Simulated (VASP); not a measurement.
# Hf (P6_3/mmc) in VASP: further runs

Aim: see how the results for Hf move with the level of theory and the settings. Levels: BLYP, revPBE, PBEsol+D4, RPBE+D3(BJ). Tasks: single point, relaxation of cell and atoms.

All numbers are computed with VASP 6.6.1; they aren't measurements. Logs are shortened: lines on timing, memory, paths and dates and some standing lists are left out, and cuts for length are marked.

## (1) The cell of the first run

It takes space group P6_3/mmc (No. 194, hexagonal). Conventional cell: a = 3.233 Å, b = 3.233 Å, c = 5.101 Å, α = 90.00°, β = 90.00°, γ = 120.00°. Hf (site symmetry -6m2) has 12 Hf at 3.16 to 3.23 Å within 4.2 Å.

## (2) Single point, BLYP

Contents of INCAR:

```
PREC     = Accurate       # precision mode
ENCUT    = 520            # plane-wave cutoff, eV
EDIFF    = 1E-7           # SCF threshold, eV
ISMEAR   = -1             # smearing method
SIGMA    = 0.05           # smearing width, eV
LREAL    = False          # projectors in reciprocal space
LASPH    = True           # aspherical terms in the spheres
NELM     = 60             # most SCF steps
ALGO     = Normal         # electronic algorithm
ISIF     = 2              # what is computed and relaxed
LWAVE    = False          # write WAVECAR
LCHARG   = False          # write CHGCAR
GGA      = B5             # functional
ALDAX    = 1.0          
AGGAX    = 1.0          
AGGAC    = 1.0          
ALDAC    = 0.0          
NBANDS   = 17             # bands
```

Contents of KPOINTS:

```
regular mesh
0
Gamma
  10 10 5
```

Contents of POSCAR:

```
Hf
1.0
    3.2333796601      0.0000000000      0.0000000000
   -1.6166898301      2.8001889257      0.0000000000
    0.0000000000      0.0000000000      5.1014647962
Hf
2
Direct
    0.6666666667      0.3333333333      0.7500000000
    0.3333333333      0.6666666667      0.2500000000
```

Potentials or basis: VASP PAW PBE potentials, release 64 (Hf_pv).

On the command line:

```console
> cat potpaw_PBE.64/Hf_pv/POTCAR > POTCAR
> mpirun -np 1 vasp_std > vasp.out
```

OUTCAR:

```text
PREC = Accurate
   ENCUT = 520
   EDIFF = 1E-7
   ISMEAR = -1
   LREAL = False
   LASPH = True
   NELM = 60
   ISIF = 2
   GGA = B5

 ion  position               nearest neighbor table
   1  0.667  0.333  0.750-   2 3.16   2 3.16   2 3.16   2 3.16   2 3.16   2 3.16
   2  0.333  0.667  0.250-   1 3.16   1 3.16   1 3.16   1 3.16   1 3.16   1 3.16

  LATTYP: Found a hexagonal cell.
 ALAT       =     3.2333796601
 C/A-ratio  =     1.5777500116

  Lattice vectors:

 A1 = (   3.2333796601,   0.0000000000,   0.0000000000)
 A2 = (  -1.6166898301,   2.8001889257,   0.0000000000)
 A3 = (   0.0000000000,   0.0000000000,   5.1014647962)

Analysis of symmetry for initial positions (statically):
=====================================================================
 Subroutine PRICEL returns:
 Original cell was already a primitive cell.

 Routine SETGRP: Setting up the symmetry group for a
 hexagonal supercell.

 Subroutine GETGRP returns: Found 24 space group operations
 (whereof 12 operations were pure point group operations)
 out of a pool of 24 trial point group operations.

The static configuration has the point symmetry D_3d.
 The point group associated with its full space group is D_6h.

Analysis of symmetry for dynamics (positions and initial velocities):
=====================================================================
 Subroutine PRICEL returns:
 Original cell was already a primitive cell.

 Routine SETGRP: Setting up the symmetry group for a
 hexagonal supercell.

 Subroutine GETGRP returns: Found 24 space group operations
 (whereof 12 operations were pure point group operations)
 out of a pool of 24 trial point group operations.

The dynamic configuration has the point symmetry D_3d.
 The point group associated with its full space group is D_6h.

 Subroutine INISYM returns: Found 24 space group operations
 (whereof 12 operations are pure point group operations),
 and found     1 'primitive' translations

----------------------------------------------------------------------------------------

                                     Primitive cell

  volume of cell :      46.1890

  direct lattice vectors                    reciprocal lattice vectors
     3.233379660  0.000000000  0.000000000     0.309273919  0.178559381  0.000000000
    -1.616689830  2.800188926  0.000000000     0.000000000  0.357118761  0.000000000
     0.000000000  0.000000000  5.101464796     0.000000000  0.000000000  0.196022131

  length of vectors
     3.233379660  3.233379660  5.101464796     0.357118761  0.357118761  0.196022131

  position of ions in fractional coordinates (direct lattice)
     0.666666667  0.333333333  0.750000000
     0.333333333  0.666666667  0.250000000

  ion indices of the primitive-cell ions
   primitive index   ion index
                 1           1
                 2           2

----------------------------------------------------------------------------------------

 KPOINTS: regular mesh

Automatic generation of k-mesh.
 Grid dimensions read from file:
 generate k-points for:   10   10    5

 Generating k-lattice:

  Cartesian coordinates                     Fractional coordinates (reciprocal lattice)
     0.030927392  0.017855938  0.000000000     0.100000000  0.000000000  0.000000000
     0.000000000  0.035711876  0.000000000     0.000000000  0.100000000  0.000000000
     0.000000000  0.000000000  0.039204426     0.000000000  0.000000000  0.200000000

  Length of vectors
     0.035711876  0.035711876  0.039204426

  Shift w.r.t. Gamma in fractional coordinates (k-lattice)
     0.000000000  0.000000000  0.000000000

 Subroutine IBZKPT returns following result:
 ===========================================

 Found     42 irreducible k-points:

 Following reciprocal coordinates:
            Coordinates               Weight
  0.000000  0.000000  0.000000      1.000000
  0.100000  0.000000  0.000000      6.000000
  0.200000  0.000000  0.000000      6.000000
  0.300000  0.000000  0.000000      6.000000
  0.400000  0.000000  0.000000      6.000000
  0.500000  0.000000  0.000000      3.000000
[... 16 lines left out ...]
  0.300000  0.100000  0.200000     24.000000
  0.400000  0.100000  0.200000     24.000000
 [... further k-points ...]
   k-points           NKPTS =     42   k-points in BZ     NKDIM =     42   number of bands    NBANDS=     17
   number of dos      NEDOS =    301   number of ions     NIONS =      2
   total plane-waves  NPLWV =  23040
   dimension x,y,z NGX =    24 NGY =   24 NGZ =   40
   dimension x,y,z NGXF=    48 NGYF=   48 NGZF=   80
   ions per type =               2
   NGX,Y,Z   is equivalent  to a cutoff of  12.34, 12.34, 13.04 a.u.
   NGXF,Y,Z  is equivalent  to a cutoff of  24.68, 24.68, 26.07 a.u.
 SYSTEM =  unknown system
   PREC   = accura    normal or accurate (medium, high low for compatibility)
   ISTART =      0    job   : 0-new  1-cont  2-samecut
   ICHARG =      2    charge: 1-file 2-atom 10-const
   ISPIN  =      1    spin polarized calculation?
   LNONCOLLINEAR =      F non collinear calculations
   LSORBIT =      F    spin-orbit coupling
   LASPH  =      T    aspherical Exc in radial PAW
   ENCUT  =  520.0 eV  38.22 Ry    6.18 a.u.   6.01  6.01  9.49*2*pi/ulx,y,z
   NELM   =     60;   NELMIN=  2; NELMDL= -5     # of ELM steps
   EDIFF  = 0.1E-06   stopping-criterion for ELM
   LREAL  =      F    real-space projection
   EDIFFG = 0.1E-05   stopping-criterion for IOM
   NSW    =      0    number of steps for IOM
   IBRION =     -1    ionic relax: 0-MD 1-quasi-New 2-CG
   NFREE  =      0    steps in history (QN), initial steepest desc. (CG)
   ISIF   =      2    stress and relaxation
   ISYM   =      2    0-nonsym 1-usesym 2-fastsym
   POTIM  = 0.5000    time-step for ionic-motion
   TEBEG  =    0.0;   TEEND  =   0.0 temperature during run
   PSTRESS=    0.0 pullay stress
   NELECT =      20.0000    total number of electrons
   NUPDOWN=      -1.0000    fix difference up-down
   EMIN   =  10.00;   EMAX   =-10.00  energy-range for DOS
   EFERMI =   0.00;   METHOD = LEGACY
   ISMEAR =    -1;   SIGMA  =   0.05  broadening in eV -4-tet -1-fermi 0-gaus
   EFERMI_NEDOS =   21; number of points for ismear=-14 and -15
   IALGO  =     38    algorithm
   IMIX   =      4    mixing-type and parameters
     AMIX     =   0.40;   BMIX     =  1.00
     AMIX_MAG =   1.60;   BMIX_MAG =  1.00
  volume/ion in A,a.u.               =      23.09       155.85
  Fermi-wavevector in a.u.,A,eV,Ry     =   1.238526  2.340475 20.870617  1.533947
  Thomas-Fermi vector in A             =   2.373048
   LORBIT       =      0    0 simple, 1 ext, 2 COOP (PROOUT), +10 PAW based schemes
   GGA     = B5    functional components
   LHFCALC =     F    Hartree Fock is set to
   AEXX    =    0.0000 exact exchange contribution
   IVDW    =     0    specifies the selected vdW correction
   LEPSILON=     F    determine dielectric tensor
   LRPA    =     F    only Hartree local field effects (RPA)
 non-spin polarized calculation
  energy-cutoff  :      520.00
  volume of cell :       46.19
 maximum number of plane-waves:      1262
   NGX = 13   NGY = 13   NGZ = 19

 number of electron      20.0000005 magnetization

 Free energy of the ion-electron system (eV)
  ---------------------------------------------------
  ext. energy  EPLUGINS =         0.00000000
  ---------------------------------------------------
  free energy    TOTEN  =       -17.24871052 eV

  energy without entropy =      -17.23740111  energy(sigma->0) =      -17.24305582

 E-fermi :   5.2001     XC(G=0): -10.5640

 val. band max:        5.1865976829   @ k =   0.1000   0.1000   0.2000
 cond. band min:       5.2052776881   @ k =   0.0000   0.0000   0.4000
 fundamental gap:      0.0186800052
 Fermi energy:         5.2001185533

 k-point     1 :       0.0000    0.0000    0.0000
  band No.  band energies     occupation
      1     -25.8218      2.00000
      2     -25.1410      2.00000
      3     -25.1410      2.00000
      4     -25.0270      2.00000
      5     -25.0219      2.00000
      6     -25.0219      2.00000
[... 9 lines left out ...]
     16       7.6425      0.00000
     17      10.2227      0.00000

 k-point     2 :       0.1000    0.0000    0.0000
  band No.  band energies     occupation
      1     -25.7984      2.00000
      2     -25.1899      2.00000
      3     -25.1575      2.00000
      4     -25.0734      2.00000
      5     -25.0381      2.00000
      6     -25.0286      2.00000
[... 9 lines left out ...]
     16       7.3881      0.00000
     17      10.4225      0.00000

 k-point     3 :       0.2000    0.0000    0.0000
  band No.  band energies     occupation
      1     -25.7327      2.00000
      2     -25.3180      2.00000
      3     -25.2038      2.00000
      4     -25.1990      2.00000
      5     -25.0715      2.00000
      6     -25.0475      2.00000
[... 9 lines left out ...]
     16       8.0564      0.00000
     17      10.7896      0.00000

 k-point     4 :       0.3000    0.0000    0.0000
  band No.  band energies     occupation
      1     -25.6382      2.00000
      2     -25.4764      2.00000
      3     -25.3568      2.00000
      4     -25.2478      2.00000
      5     -25.1259      2.00000
      6     -25.0728      2.00000
[... 9 lines left out ...]
     16       9.1596      0.00000
     17      11.0744      0.00000

 k-point     5 :       0.4000    0.0000    0.0000
  band No.  band energies     occupation
      1     -25.6041      2.00000
      2     -25.5394      2.00000
      3     -25.4750      2.00000
      4     -25.2858      2.00000
      5     -25.1920      2.00000
      6     -25.0942      2.00000
[... 9 lines left out ...]
     16      10.3768      0.00000
     17      11.2251      0.00000

 k-point     6 :       0.5000    0.0000    0.0000
  band No.  band energies     occupation
      1     -25.6526      2.00000
      2     -25.5190      2.00000
      3     -25.4883      2.00000
      4     -25.3001      2.00000
      5     -25.2306      2.00000
      6     -25.1025      2.00000
[... 9 lines left out ...]
     16      11.2691      0.00000
     17      11.9098      0.00000

 k-point     7 :       0.1000    0.1000    0.0000
  band No.  band energies     occupation
      1     -25.7538      2.00000
      2     -25.2661      2.00000
      3     -25.2178      2.00000
      4     -25.1367      2.00000
      5     -25.0604      2.00000
      6     -25.0499      2.00000
[... 9 lines left out ...]
     16       7.9156      0.00000
     17      10.6233      0.00000

 k-point     8 :       0.2000    0.1000    0.0000
  band No.  band energies     occupation
      1     -25.6732      2.00000
      2     -25.3971      2.00000
      3     -25.3313      2.00000
      4     -25.2106      2.00000
      5     -25.1048      2.00000
      6     -25.0835      2.00000
[... 9 lines left out ...]
     16       8.9749      0.00000
     17      10.8514      0.00000
[... 203 lines left out ...]
      1     -25.6782      2.00000
      2     -25.5450      2.00000
      3     -25.4116      2.00000
      4     -25.2678      2.00000
      5     -25.1729      2.00000
      6     -25.1128      2.00000
[... 9 lines left out ...]
     16      10.1220      0.00000
     17      11.0094      0.00000

 k-point    20 :       0.5000    0.0000    0.2000
  band No.  band energies     occupation
      1     -25.7083      2.00000
      2     -25.5851      2.00000
      3     -25.3933      2.00000
      4     -25.2815      2.00000
      5     -25.1998      2.00000
      6     -25.1218      2.00000
[... 9 lines left out ...]
     16      11.1422      0.00000
     17      11.6170      0.00000

 k-point    21 :       0.1000    0.1000    0.2000
  band No.  band energies     occupation
      1     -25.7017      2.00000
      2     -25.2448      2.00000
      3     -25.2409      2.00000
      4     -25.1695      2.00000
      5     -25.0701      2.00000
      6     -25.0637      2.00000
[... 9 lines left out ...]
     16       8.2668      0.00000
     17      10.5545      0.00000

 k-point    22 :       0.2000    0.1000    0.2000
  band No.  band energies     occupation
      1     -25.6560      2.00000
      2     -25.3850      2.00000
      3     -25.3374      2.00000
      4     -25.2234      2.00000
      5     -25.1090      2.00000
      6     -25.0919      2.00000
[... 9 lines left out ...]
     16       8.9723      0.00000
     17      10.6649      0.00000

 k-point    23 :       0.3000    0.1000    0.2000
  band No.  band energies     occupation
      1     -25.6444      2.00000
      2     -25.5066      2.00000
      3     -25.4018      2.00000
      4     -25.2750      2.00000
      5     -25.1596      2.00000
      6     -25.1206      2.00000
[... 9 lines left out ...]
     16       9.8227      0.00000
     17      10.9503      0.00000

 k-point    24 :       0.4000    0.1000    0.2000
  band No.  band energies     occupation
      1     -25.6832      2.00000
      2     -25.5659      2.00000
      3     -25.4027      2.00000
      4     -25.2936      2.00000
      5     -25.2073      2.00000
      6     -25.1407      2.00000
[... 9 lines left out ...]
     16      10.7820      0.00000
     17      11.5351      0.00000

 [... further k-points ...]
[... 5 lines left out ...]
  --------------------------------------------------------------------------------------
  -------------------------------------------------------------------------------------
  Total        0.0034443      0.0034443     -0.0125522     -0.0000000     -0.0000000     -0.0000000
  in kB        0.1194744      0.1194744     -0.4354021     -0.0000000     -0.0000000     -0.0000000
  external PRESSURE =      -0.0654845 kB  Pullay stress =       0.0000000 kB

 VOLUME and BASIS-vectors are now :
 -----------------------------------------------------------------------------
  energy-cutoff  :      520.00
  volume of cell :       46.19
      direct lattice vectors                 reciprocal lattice vectors
     3.233379660  0.000000000  0.000000000     0.309273919  0.178559381  0.000000000
    -1.616689830  2.800188926  0.000000000     0.000000000  0.357118761  0.000000000
     0.000000000  0.000000000  5.101464796     0.000000000  0.000000000  0.196022131

 POSITION                                       TOTAL-FORCE (eV/Angst)
 -----------------------------------------------------------------------------------
      1.61669      0.93340      3.82610         0.000000      0.000000      0.000000
     -0.00000      1.86679      1.27537        -0.000000     -0.000000      0.000000
 -----------------------------------------------------------------------------------
    total drift:                                0.000000     -0.000000      0.000000

  FREE ENERGIE OF THE ION-ELECTRON SYSTEM (eV)
  ---------------------------------------------------
  free  energy   TOTEN  =       -17.2487105200 eV

  energy  without entropy=      -17.2374011107  energy(sigma->0) =      -17.24305582
```

It took 66 s on 1 thread of Intel Xeon 8259CL, shared host; peak memory 0.17 GiB.

Results:

| Quantity | Value |
| --- | --- |
| Free energy | -17.2487 eV |
| Pressure | 0.0 GPa |
| Band gap on the k mesh | zero (bands 10 and 11 overlap by 1.39 eV) |

Caveat: the PAW data sets were made with another functional, which shifts forces and pressure a little; spin-orbit coupling is left out, which moves the levels of the heavy elements.

## (3) Relaxation of cell and atoms, revPBE

This run uses another cell than the first one, of 22.38 Å³/atom.

Contents of INCAR:

```
  PREC = Accurate
  ENCUT = 600
  EDIFF = 1E-6
  ISMEAR = -1
  SIGMA = 0.05
  LREAL = F
  LASPH = T
  NELM = 100
  ALGO = Fast
  ISIF = 3
  LWAVE = F
  LCHARG = F
  GGA = RE
  IBRION = 2
  NSW = 60
  EDIFFG = -0.01
```

Contents of KPOINTS:

```
Automatic mesh
0
Gamma
  10 10 5
```

Contents of POSCAR:

```
Hf
1.0
    3.1967000000      0.0000000000      0.0000000000
   -1.5983500000      2.7684234083      0.0000000000
    0.0000000000      0.0000000000      5.0578000000
Hf
2
Direct
    0.6666666667      0.3333333333      0.7500000000
    0.3333333333      0.6666666667      0.2500000000
```

Potentials or basis: VASP PAW PBE potentials, release 64 (Hf_pv).

On the command line:

```console
> cat potpaw_PBE.64/Hf_pv/POTCAR > POTCAR
> mpirun -np 1 vasp_std > vasp.out
```

Wall time 4 min (1 thread of Intel Xeon 8259CL, shared host); peak memory 0.2 GiB.

The run converged. Its results:

```yaml
Free_energy: -19.1792 eV
Relaxed_volume: 22.84 Å³/atom
Relaxed_cell: a = 3.222 Å, b = 3.222 Å, c = 5.080 Å, α = 90.00°, β = 90.00°, γ = 120.00°
Space_group_after_relaxing_to_0.1_Å: P6_3/mmc (No. 194)
Energy_gained_by_relaxing: 3.2 meV/atom
Ionic_steps: 5
Pressure_after_relaxing: 0.0 GPa
Band_gap_on_the_k_mesh: zero (bands 10 and 11 overlap by 1.50 eV)
```

Stress tensor (GPa, compression positive):
```
 0.07  0.00  0.00
 0.00  0.07  0.00
 0.00  0.00 -0.01
```

Step by step:
```
step  energy change (eV)  largest force (eV/Å)  pressure (GPa)  volume (Å³)
   1              0.0000                0.0000            2.19        44.76
   2              0.0016                0.0000           -2.33        46.77
   3             -0.0063                0.0000           -0.03        45.70
   4             -0.0063                0.0000            0.01        45.68
   5             -0.0064                0.0000            0.04        45.68
```

Final structure:
```yaml
crystal:
  lattice:
    - [3.22211, 0.00000, 0.00000]
    - [-1.61105, 2.79043, 0.00000]
    - [0.00000, 0.00000, 5.08007]
  atoms:
    - { symbol: Hf, position: [0.66667, 0.33333, 0.75000] }
    - { symbol: Hf, position: [0.33333, 0.66667, 0.25000] }
```

Levels at points of the mesh, in eV from the Fermi level:
| k point | band 8 | band 9 | band 10 | band 11 | band 12 | band 13 |
| --- | --- | --- | --- | --- | --- | --- |
| (0.00, 0.00, 0.00) | -3.63 | 0.57 | 1.19 | 1.19 | 1.50 | 2.00 |
| (0.50, 0.00, 0.00) | -2.66 | -2.15 | -0.86 | 0.80 | 0.87 | 1.68 |

Caveat: the PAW data sets were made with another functional, which shifts forces and pressure a little; spin-orbit coupling is left out, which moves the levels of the heavy elements.

(Continued in part 2 of 4.)
